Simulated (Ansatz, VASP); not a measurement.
# Ni: VASP beside Ansatz

```
CELL_PARAMETERS angstrom
-1.35907 1.35907 1.35907
1.35907 -1.35907 1.35907
2.71813 2.71813 0.00000
ATOMIC_POSITIONS crystal
Ni 0.95362 0.92203 0.00000
Ni 0.54638 0.57797 0.50000
```

Change from the starting cell: mode 1 frozen in at -0.061 Å and mode 5 at -0.169 Å (largest displacements).

Alike in both runs: task single point; functional LDA; k mesh 20 × 20 × 12; occupations gaussian, width 0.15 eV; no spin polarisation.

```csv
,VASP,Ansatz
version,VASP 6.6.1,Ansatz 0.2.0
potentials or method,"VASP PAW LDA potentials, release 64 (Ni), cutoff 520 eV","scalar-relativistic, plane waves, PAW"
valence electrons in the cell,20,36
```

```tsv
	VASP	Ansatz	Ansatz less VASP
gap on the k mesh at the Fermi level (eV)	none	none	-
pressure (GPa)	6.5	6.6	+0.06
traceless stress, the component that is largest in VASP (GPa)	7.68	7.79	+0.108
rms of the force components (eV/Å)	0.861	0.874	+0.0131
```

Ansatz warns that its potentials were made for another functional, while VASP's fit it. LDA's correlation is that of Perdew and Zunger in VASP and of Perdew and Wang (1992) in Ansatz. Atom by atom the forces differ by 0.013 eV/Å (rms over components). A gap of «none» marks a metal or a gap that the smearing closes. VASP's potentials hold 20 valence electrons a cell and Ansatz's 36, so a difference there can come from the potentials and not from the codes.
